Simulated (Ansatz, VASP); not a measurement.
## WS2: VASP beside Ansatz

File INCAR:

```
SYSTEM = WS2
ALGO = Normal
DIPOL = 0.5 0.5 0.500
EDIFF = 1E-6
ENCUT = 520
GGA = PE
IDIPOL = 3
ISIF = 2
ISMEAR = 0
IVDW = 12
LASPH = .TRUE.
LCHARG = .FALSE.
LDIPOL = .TRUE.
LREAL = .FALSE.
LWAVE = .FALSE.
NBANDS = 20
NELM = 80
PREC = Accurate
SIGMA = 0.02
```

Contents of KPOINTS:

```
k-points
0
G
  12 12 1
  0 0 0
```

The input POSCAR:

```
WS2
1.0
    3.0960000000      0.0000000000      0.0000000000
   -1.5480000000      2.6812146501      0.0000000000
    0.0000000000      0.0000000000     32.2910878415
S W
2 1
Direct
    0.3333333333      0.6666666667      0.4524697866
    0.3333333333      0.6666666667      0.5475424585
    0.6666666667      0.3333333333      0.5000061203
```

Input for Ansatz:

```yaml
crystal:
  lattice:
    - [3.096, 0.0, 0.0]
    - [-1.548, 2.6812146501, 0.0]
    - [0.0, 0.0, 32.2910878415]
  atoms:
    - { symbol: S, position: [0.3333333333, 0.6666666667, 0.4524697866] }
    - { symbol: W, position: [0.6666666667, 0.3333333333, 0.5000061203] }
    - { symbol: S, position: [0.3333333333, 0.6666666667, 0.5475424585] }
  periodic: [true, true, false]
basis:
  ecutwfc: 420
kpoints:
  mp_grid: { grid: [12, 12, 1] }
hamiltonian:
  xc: pbe
  pseudopotentials: { kind: paw, azcp: { folder: soft_1 } }
  dispersion: d3bj
scf:
  occupations: { method: gaussian, width: 0.02 }
output:
  forces: true
  stress: true
  eigenvalues: true
```

Alike in both runs: task single point; functional PBE; dispersion D3(BJ); k mesh 12 × 12 × 1; occupations gaussian, width 0.02 eV; no spin polarisation.

|  | VASP | Ansatz |
| --- | --- | --- |
| version | VASP 6.6.1 | Ansatz 0.2.0 |
| potentials or method | VASP PAW PBE potentials, release 64 (S, W_sv), cutoff 520 eV | scalar-relativistic, plane waves, PAW |
| valence electrons in the cell | 26 | 26 |

VASP gave:

| Quantity | Value |
| --- | --- |
| gap on the k mesh at the Fermi level (eV) | 2.05 |
| least direct gap on the mesh (eV) | 2.05 |
| rms of the force components (eV/Å) | 0.669 |

Task: What did Ansatz give for the same quantities?

Result: gap on the k mesh at the Fermi level (eV): 2.05; least direct gap on the mesh (eV): 2.05; rms of the force components (eV/Å): 0.668.

Spin-orbit coupling is off throughout.
